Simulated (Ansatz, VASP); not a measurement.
**One calculation of Ti2Al, two programs**

Contents of INCAR:

```
SYSTEM = Ti2Al
PREC = Accurate
ENCUT = 520
EDIFF = 1E-7
ISMEAR = 0
SIGMA = 0.1
LREAL = .FALSE.
LASPH = .TRUE.
NELM = 150
ALGO = Normal
ISIF = 2
LWAVE = .FALSE.
LCHARG = .FALSE.
ISPIN = 2
MAGMOM = 1 1 0
LORBIT = 11
LMAXMIX = 4
GGA = PE
NBANDS = 24
```

The input KPOINTS:

```
Automatic mesh
0
G
  6 6 4
  0 0 0
```

Contents of POSCAR:

```
Ti2Al
1.0
    2.7862108767      0.0000000000      0.0000000000
    0.0000000000      2.7862108767      0.0000000000
    0.0000000000      0.0000000000      6.7441998247
Ti Al
2 1
Direct
    0.5000000000      0.5000000000      0.2888477614
    0.5000000000      0.5000000000      0.7111522386
    0.0000000000      0.0000000000      0.0000000000
```

Input for Ansatz:

```yaml
crystal:
  lattice:
    - [2.7862108767, 0.0, 0.0]
    - [0.0, 2.7862108767, 0.0]
    - [0.0, 0.0, 6.7441998247]
  atoms:
    - { symbol: Ti, position: [0.5, 0.5, 0.2888477614], spin: 1.0 }
    - { symbol: Ti, position: [0.5, 0.5, 0.7111522386], spin: 1.0 }
    - { symbol: Al, position: [0.0, 0.0, 0.0] }
basis:
  ecutwfc: 420
kpoints:
  mp_grid: { grid: [6, 6, 4] }
hamiltonian:
  xc: pbe
scf:
  occupations: { method: gaussian, width: 0.1 }
  lower_state_search: "off"
output:
  forces: true
  stress: true
  eigenvalues: true
  populations: true
magnetization:
  spin_polarized: true
```

Change from the starting cell: species swapped into the FeSi2 type (P4/mmm, No. 123).

Alike in both runs: task single point; functional PBE; k mesh 6 × 6 × 4; occupations gaussian, width 0.1 eV; collinear spin.

|  | VASP | Ansatz |
| --- | --- | --- |
| version | VASP 6.6.1 | Ansatz 0.2.0 |
| potentials or method | VASP PAW PBE potentials, release 64 (Ti_sv, Al), cutoff 520 eV | scalar-relativistic, plane waves, PAW |
| valence electrons in the cell | 27 | 27 |

Ansatz gave:

* gap on the k mesh at the Fermi level (eV): none
* pressure (GPa): -0.1
* traceless stress, the component that is largest in VASP (GPa): -0.17
* rms of the force components (eV/Å): 0.013
* net moment per atom (μB): 0.00

Question: Which values does VASP return?

Answer: gap on the k mesh at the Fermi level (eV): none; pressure (GPa): -0.1; traceless stress, the component that is largest in VASP (GPa): -0.17; rms of the force components (eV/Å): 0.015; net moment per atom (μB): 0.00.

Atom by atom the forces differ by 0.002 eV/Å (rms over components). A gap of «none» marks a metal or a gap that the smearing closes. The functional is the same, so the differences come from potentials, cutoffs and numerics. Ansatz's warnings: seeded moment not kept.

The k mesh is coarse, so the values compare programs but aren't converged.
